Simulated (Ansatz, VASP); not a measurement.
## Two plane-wave programs on ZrB

INCAR

```
SYSTEM = ZrB
ALGO = Normal
EDIFF = 1E-6
EDIFFG = -0.01
ENCUT = 600
GGA = CA
IBRION = 2
ISIF = 3
ISMEAR = -1
LASPH = .True.
LCHARG = .False.
LDAU = .True.
LDAUJ = 0 0
LDAUL = 2 -1
LDAUPRINT = 1
LDAUTYPE = 2
LDAUU = 1 0
LMAXMIX = 4
LREAL = .False.
LWAVE = .False.
NELM = 150
NSW = 60
PREC = Accurate
SIGMA = 0.05
```

The input KPOINTS:

```
k-points
0
Gamma
  10 10 10
  0 0 0
```

POSCAR

```
ZrB
1.0
    0.0000000000      2.3250000000      2.3250000000
    2.3250000000      0.0000000000      2.3250000000
    2.3250000000      2.3250000000      0.0000000000
Zr B
1 1
Direct
    0.0000000000      0.0000000000      0.0000000000
    0.5000000000      0.5000000000      0.5000000000
```

The input input.yaml:

```yaml
crystal:
  lattice:
    - [0.0, 2.325, 2.325]
    - [2.325, 0.0, 2.325]
    - [2.325, 2.325, 0.0]
  atoms:
    - { symbol: Zr, position: [0.0, 0.0, 0.0] }
    - { symbol: B, position: [0.5, 0.5, 0.5] }
hamiltonian:
  xc: lda
  pseudopotentials: { kind: paw }
  hubbard: { sites: [{ species: Zr, l: d, u_eff: 1.0 }] }
kpoints:
  mp_grid: { grid: [10, 10, 10] }
scf:
  occupations: { method: fermi_dirac, width: 0.05 }
output:
  forces: true
  stress: true
  eigenvalues: true
  write_density: true
  write_potential: true
  elf: true
  volumetric_format: npy
relax:
  f_tol: 0.01
  max_steps: 40
  cell: { stress_tol: 0.05 }
```

Alike in both runs: task relaxation of cell and atoms; functional LDA; k mesh 10 × 10 × 10; occupations fermi-dirac, width 0.05 eV; no spin polarisation; Hubbard terms Zr d U = 1.0 eV.

|  | VASP | Ansatz |
| --- | --- | --- |
| version | VASP 6.6.1 | Ansatz 0.2.0 |
| potentials or method | VASP PAW LDA potentials, release 64 (Zr_sv, B) | Ansatz PAW |
| plane-wave cutoff (eV) | 600 | 420 |
| valence electrons in the cell | 15 | 15 |

```csv
,VASP,Ansatz,Ansatz less VASP
"gap on the k mesh at the Fermi level, each at its own relaxed structure (eV)",none,none,-
relaxed volume (Å³/atom),14.30,14.19,-0.109
relaxed cell length with the largest relative difference (Å),3.432,3.424,-0.0087
```

LDA's correlation is that of Perdew and Zunger in VASP and of Perdew and Wang (1992) in Ansatz. The programs project onto different local orbitals, so the same U acts differently, and such runs can settle in different states. A gap of «none» marks a metal or a gap that the smearing closes.

Noted on Ansatz's run: the plane-wave basis is chosen anew once the cell has moved, so the energies of steps on either side of that aren't comparable.
